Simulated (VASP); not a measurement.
# SrCdSiS4 (Ama2) in VASP: single point with PBE+D3(BJ)

Aim: the single point of SrCdSiS4 with PBE+D3(BJ).

Everything below comes from runs of VASP 6.6.1. Logs are shortened: lines on timing, memory, paths and dates and some standing lists are left out, and cuts for length are marked.

### 1 The cell of the first run

Symmetry: Ama2, No. 40, orthorhombic system. Conventional cell: a = 10.213 Å, b = 10.076 Å, c = 6.357 Å, α = 90.00°, β = 90.00°, γ = 90.00°. Sr (site symmetry 2) has 8 S at 3.00 to 3.14 Å and 2 Si at 3.83 Å within 3.9 Å. Within 3.2 Å of Cd (site symmetry m) lie 4 S at 2.46 to 2.64 Å and 1 Si at 3.10 Å. Si (site symmetry m) has 4 S at 2.12 to 2.16 Å within 2.8 Å. Within 2.8 Å of S (site symmetry 1) lie 1 Si at 2.14 Å and 1 Cd at 2.60 Å. Within 3.0 Å of S (site symmetry m) lie 1 Si at 2.16 Å and 1 Cd at 2.46 Å and 2 Sr at 3.00 Å. S (site symmetry m) has 1 Si at 2.12 Å and 1 Cd at 2.64 Å within 2.8 Å.

### 2 Single point, PBE+D3(BJ)

File INCAR:

```
SYSTEM = SrCdSiS4
PREC     = Accurate       ! precision mode
ENCUT    = 500            ! plane-wave cutoff, eV
EDIFF    = 1E-6           ! SCF threshold, eV
ISMEAR   = 0              ! smearing method
SIGMA    = 0.02           ! smearing width, eV
LREAL    = .False.        ! projectors in reciprocal space
LASPH    = .True.         ! aspherical terms in the spheres
NELM     = 120            ! most SCF steps
ALGO     = Normal         ! electronic algorithm
ISIF     = 2              ! what is computed and relaxed
LWAVE    = .False.        ! write WAVECAR
LCHARG   = .False.        ! write CHGCAR
GGA      = PE             ! functional
IVDW     = 12             ! dispersion correction
NBANDS   = 63             ! bands
GGA_COMPAT= .False.
```

File KPOINTS:

```
regular mesh
0
Gamma
  4 4 4
  0 0 0
```

File POSCAR:

```
SrCdSiS4
1.0
   10.2131910473      0.0000000000      0.0000000000
    0.0000000000      5.0377534196      3.1787380309
    0.0000000000     -5.0377534196      3.1787380309
Sr Cd Si S
2 2 2 8
Direct
    0.0000000000      0.0033237350      0.0033237350
    0.5000000000      0.0033237350      0.0033237350
    0.7500000000      0.2729475567      0.6119484156
    0.2500000000      0.6119484156      0.2729475567
    0.7500000000      0.7058152340      0.2720161457
    0.2500000000      0.2720161457      0.7058152340
    0.4193072821      0.4651871622      0.9110517566
    0.5806927179      0.9110517566      0.4651871622
    0.0806927179      0.4651871622      0.9110517566
    0.9193072821      0.9110517566      0.4651871622
    0.7500000000      0.7133318222      0.9129975927
    0.2500000000      0.9129975927      0.7133318222
    0.7500000000      0.3234592197      0.1927587061
    0.2500000000      0.1927587061      0.3234592197
```

Potentials or basis: VASP PAW PBE potentials, release 64 (Sr_sv, Cd, Si, S).

The run is started by

```console
cat potpaw_PBE.64/Sr_sv/POTCAR potpaw_PBE.64/Cd/POTCAR potpaw_PBE.64/Si/POTCAR potpaw_PBE.64/S/POTCAR > POTCAR
mpirun -np 1 vasp_std > vasp.out
```

OUTCAR:

```text
SYSTEM = SrCdSiS4
   PREC = Accurate
   ENCUT = 500
   EDIFF = 1E-6
   ISMEAR = 0
   LREAL = .False.
   LASPH = .True.
   NELM = 120
   ISIF = 2
   GGA = PE
   IVDW = 12
 IVDW          = 12

 ion  position               nearest neighbor table
   1  0.000  0.003  0.003-  11 3.00  12 3.00  13 3.09  14 3.09  10 3.12   9 3.12   9 3.14  10 3.14
                             5 3.83   6 3.83   4 4.15   3 4.15   3 4.21   4 4.21   2 5.11   2 5.11
   2  0.500  0.003  0.003-  11 3.00  12 3.00  13 3.09  14 3.09   8 3.12   7 3.12   7 3.14   8 3.14
                             5 3.83   6 3.83   4 4.15   3 4.15   3 4.21   4 4.21   1 5.11   1 5.11
   3  0.750  0.273  0.612-  11 2.46  10 2.60   8 2.60  13 2.64   5 3.10   2 4.15   1 4.15   2 4.21
                             1 4.21
   4  0.250  0.612  0.273-  12 2.46   9 2.60   7 2.60  14 2.64   6 3.10   1 4.15   2 4.15   2 4.21
                             1 4.21
   5  0.750  0.706  0.272-  13 2.12  10 2.14   8 2.14  11 2.16   3 3.10   1 3.83   2 3.83
   6  0.250  0.272  0.706-  14 2.12   9 2.14   7 2.14  12 2.16   4 3.10   1 3.83   2 3.83
   7  0.419  0.465  0.911-   6 2.14   4 2.60   2 3.12   2 3.14
   8  0.581  0.911  0.465-   5 2.14   3 2.60   2 3.12   2 3.14
   9  0.081  0.465  0.911-   6 2.14   4 2.60   1 3.12   1 3.14
  10  0.919  0.911  0.465-   5 2.14   3 2.60   1 3.12   1 3.14
  11  0.750  0.713  0.913-   5 2.16   3 2.46   1 3.00   2 3.00
  12  0.250  0.913  0.713-   6 2.16   4 2.46   1 3.00   2 3.00
  13  0.750  0.323  0.193-   5 2.12   3 2.64   1 3.09   2 3.09
  14  0.250  0.193  0.323-   6 2.12   4 2.64   1 3.09   2 3.09

  LATTYP: Found a base centered orthorhombic cell.
 ALAT       =     6.3574760618
 B/A-ratio  =     1.5848281207
 C/A-ratio  =     1.6064851756

  Lattice vectors:

 A1 = (   0.0000000000,   5.0377534196,   3.1787380309)
 A2 = (   0.0000000000,  -5.0377534196,   3.1787380309)
 A3 = (  10.2131910473,   0.0000000000,   0.0000000000)

Analysis of symmetry for initial positions (statically):
=====================================================================
 Subroutine PRICEL returns:
 Original cell was already a primitive cell.

 Routine SETGRP: Setting up the symmetry group for a
 base centered orthorhombic supercell.

 Subroutine GETGRP returns: Found  4 space group operations
 (whereof  2 operations were pure point group operations)
 out of a pool of  8 trial point group operations.

The static configuration has the point symmetry C_2 .
 The point group associated with its full space group is C_2v.

Analysis of symmetry for dynamics (positions and initial velocities):
=====================================================================
[... 151 lines left out ...]
     AMIX_MAG =   1.60;   BMIX_MAG =  1.00
  volume/ion in A,a.u.               =      23.36       157.67
  Fermi-wavevector in a.u.,A,eV,Ry     =   1.102843  2.084072 16.548267  1.216263
  Thomas-Fermi vector in A             =   2.239292
   LORBIT       =      0    0 simple, 1 ext, 2 COOP (PROOUT), +10 PAW based schemes
   GGA     = PE    functional components
   LHFCALC =     F    Hartree Fock is set to
   AEXX    =    0.0000 exact exchange contribution
   IVDW    =    12    specifies the selected vdW correction
   LEPSILON=     F    determine dielectric tensor
   LRPA    =     F    only Hartree local field effects (RPA)
 non-spin polarized calculation
 Gauss-broadening in eV      SIGMA  =   0.02
  energy-cutoff  :      500.00
  volume of cell :      327.10
 maximum number of plane-waves:      8338
 NGX is ok and might be reduce to    80
   NGX = 37   NGY = 21   NGZ = 21

 number of electron     100.0000000 magnetization

 number of electron      99.9999989 magnetization

 Free energy of the ion-electron system (eV)
  ---------------------------------------------------
  ext. energy  EPLUGINS =         0.00000000
  ---------------------------------------------------
  free energy    TOTEN  =       -64.29921744 eV

  energy without entropy =      -64.29921744  energy(sigma->0) =      -64.29921744

 E-fermi :   2.9108     XC(G=0):  -9.1687

 val. band max:        2.7100786571   @ k =   0.0000   0.5000   0.5000
 cond. band min:       5.4647621098   @ k =   0.0000   0.5000   0.0000
 fundamental gap:      2.7546834526
 Fermi energy:         2.9107650368

 k-point     1 :       0.0000    0.0000    0.0000
  band No.  band energies     occupation
      1     -31.2557      2.00000
      2     -31.2549      2.00000
      3     -13.4282      2.00000
      4     -13.3368      2.00000
      5     -13.3179      2.00000
      6     -13.3064      2.00000
[... 1354 lines left out ...]
     61       8.0212      0.00000
     62       8.0213      0.00000
 [bands above 62 left out]

------------------------ aborting loop because EDIFF is reached ----------------------------------------

 Edisp (eV)   -4.29934

 E8    (eV) :    -1.8013

  FORCE on cell =-STRESS in cart. coord.  units (eV):
  Direction    XX          YY          ZZ          XY          YZ          ZX
  --------------------------------------------------------------------------------------
  -------------------------------------------------------------------------------------
  Total       0.09749     0.09930     0.18097     0.00000     0.00000     0.00000
  in kB       0.47752     0.48638     0.88643     0.00000     0.00000     0.00000
  external pressure =        0.62 kB  Pullay stress =        0.00 kB

 VOLUME and BASIS-vectors are now :
 -----------------------------------------------------------------------------
  energy-cutoff  :      500.00
  volume of cell :      327.10
      direct lattice vectors                 reciprocal lattice vectors
    10.213191047  0.000000000  0.000000000     0.097912591  0.000000000  0.000000000
     0.000000000  5.037753420  3.178738031     0.000000000  0.099250590  0.157295126
     0.000000000 -5.037753420  3.178738031     0.000000000 -0.099250590  0.157295126

 POSITION                                       TOTAL-FORCE (eV/Angst)
 -----------------------------------------------------------------------------------
      0.00000      0.00000      0.02113         0.000000      0.000000      0.002168
      5.10660      0.00000      0.02113         0.000000      0.000000      0.002168
      7.65989     -1.70780      2.81285         0.000000     -0.006320      0.001525
      2.55330      1.70780      2.81285         0.000000      0.006320      0.001525
      7.65989      2.18537      3.10827         0.000000      0.002992     -0.005926
      2.55330     -2.18537      3.10827         0.000000     -0.002992     -0.005926
      4.28247     -2.24616      4.37470        -0.006452      0.017414     -0.032474
      5.93073      2.24616      4.37470         0.006452     -0.017414     -0.032474
      0.82413     -2.24616      4.37470         0.006452      0.017414     -0.032474
      9.38906      2.24616      4.37470        -0.006452     -0.017414     -0.032474
      7.65989     -1.00587      5.16968         0.000000     -0.014550      0.043721
      2.55330      1.00587      5.16968         0.000000      0.014550      0.043721
      7.65989      0.65844      1.64092         0.000000      0.046745      0.023460
      2.55330     -0.65844      1.64092         0.000000     -0.046745      0.023460
 -----------------------------------------------------------------------------------
    total drift:                                0.000000      0.000000     -0.000010

  FREE ENERGIE OF THE ION-ELECTRON SYSTEM (eV)
  ---------------------------------------------------
  free  energy   TOTEN  =       -68.5985578262 eV

  energy  without entropy=      -68.5985578262  energy(sigma->0) =      -68.59855783
```

Wall time 10 min (1 thread of Intel Xeon Platinum 8175M at 2.50GHz (Skylake/Cascade Lake), shared host); peak memory 0.69 GiB.

Results:

* Free energy: -68.5986 eV
* Pressure: 0.1 GPa
* Largest force: 0.052 eV/Å
* Band gap on the k mesh: 2.75 eV (least direct gap 2.87 eV)
* Dispersion energy per atom: -0.307 eV

Forces in eV/Å, atoms in the order of the input:
```
Sr   0.000  0.000  0.002
Sr   0.000  0.000  0.002
Cd   0.000 -0.006  0.002
Cd   0.000  0.006  0.002
Si   0.000  0.003 -0.006
Si   0.000 -0.003 -0.006
S   -0.006  0.017 -0.032
S    0.006 -0.017 -0.032
S    0.006  0.017 -0.032
S   -0.006 -0.017 -0.032
S    0.000 -0.015  0.044
S    0.000  0.015  0.044
S    0.000  0.047  0.023
S    0.000 -0.047  0.023
```

A k mesh can miss the band edges.
